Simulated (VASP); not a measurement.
Write the native input for VASP 6.6.1 that does the following.

| Property | Result |
| --- | --- |
| Task | single point |
| Functional | LDA |
| Potentials or basis | VASP PAW LDA potentials, release 64 (Ta_pv, V_sv) |
| Cutoff | 520 eV |
| k mesh | 7 × 7 × 5 |
| Occupations | fermi-dirac, width 0.05 eV |
| Spin | collinear spin, ferromagnetic start |
| Starting moments | [0.0, 2.0] μB |
| Dipole correction | no |
| Further INCAR settings | ALGO = Normal; EDIFF = 1e-06; NBANDS = 23 |

The structure of TaV lies in POSCAR:

```
TaV
1.0
    1.5586082215     -2.2554189114      0.0000000000
    1.5586082215      2.2554189114      0.0000000000
    0.0000000000      0.0000000000      4.2277668964
Ta V
1 1
Direct
    0.0000000000      0.0000000000      0.0000000000
    0.5000000000      0.5000000000      0.5000000000
```

One way to write it, as run:

INCAR

```
PREC     = Accurate       # precision mode
ENCUT    = 520            # plane-wave cutoff, eV
EDIFF    = 1E-6           # SCF threshold, eV
ISMEAR   = -1             # smearing method
SIGMA    = 0.05           # smearing width, eV
LREAL    = False          # projectors in reciprocal space
LASPH    = True           # aspherical terms in the spheres
NELM     = 150            # most SCF steps
ALGO     = Normal         # electronic algorithm
ISIF     = 2              # what is computed and relaxed
LWAVE    = False          # write WAVECAR
LCHARG   = False          # write CHGCAR
ISPIN    = 2              # spin polarisation
MAGMOM   = 0 2            # initial moments
LORBIT   = 11             # projections on sites
LMAXMIX  = 4              # l up to which the mixer works
NBANDS   = 23             # bands
```

KPOINTS

```
Automatic mesh
0
Gamma
  7 7 5
```

Potentials or basis: VASP PAW LDA potentials, release 64 (Ta_pv, V_sv).

Run with:

```console
$ cat potpaw_LDA.64/Ta_pv/POTCAR potpaw_LDA.64/V_sv/POTCAR > POTCAR
$ mpirun -np 1 vasp_std > vasp.out
```

It gave:

| Property | Result |
| --- | --- |
| Pressure | 3.0 GPa |
| Band gap on the k mesh | zero (filled and empty bands overlap) |
| Net moment | 0.00 μB per cell |
| Valence electrons inside the program's atomic spheres | Ta 9.19; V 11.70 |

Caveat: spin-orbit coupling is left out, which moves the levels of the heavy elements.

Wall time 62 s on 1 thread of Oxide Virtual Turin-like Processor (shared host), peak memory 0.14 GiB.
